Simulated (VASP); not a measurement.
The system is CdS.

```
CELL_PARAMETERS angstrom
4.15000 0.00000 0.00000
-2.07500 3.59401 0.00000
0.00000 0.00000 6.73700
ATOMIC_POSITIONS crystal
Cd 0.66667 0.33333 0.50000
Cd 0.33333 0.66667 0.00000
S 0.66667 0.33333 0.87500
S 0.33333 0.66667 0.37500
```

Program: VASP 6.6.1. Alike in all runs: potentials or basis VASP PAW PBE potentials, release 64 (Cd, S); no spin polarisation; cell as given; cutoff (eV) 520.

Question: Order these runs on this cell by their band gap on the k mesh, lowest first.
A. level PBEsol-based global hybrid with 25 % exact exchange; k mesh 4 × 4 × 2; smearing fermi-dirac 0.05 eV; grid for exact exchange (PRECFOCK) Normal; share of exact exchange 0.25
B. level PBEsol; k mesh 7 × 7 × 4; smearing gaussian 0.01 eV
C. level RPBE; k mesh 7 × 7 × 4; smearing gaussian 0.02 eV
D. level r2SCAN+D3(BJ); k mesh 7 × 7 × 4; smearing gaussian 0.1 eV
E. level r2SCAN0; k mesh 4 × 4 × 2; smearing fermi-dirac 0.05 eV; grid for exact exchange (PRECFOCK) Normal; share of exact exchange 0.25

Answer: B (1.06 eV), C (1.38 eV), D (1.65 eV), A (2.80 eV), E (3.21 eV).

Caveats: some runs use coarse meshes.
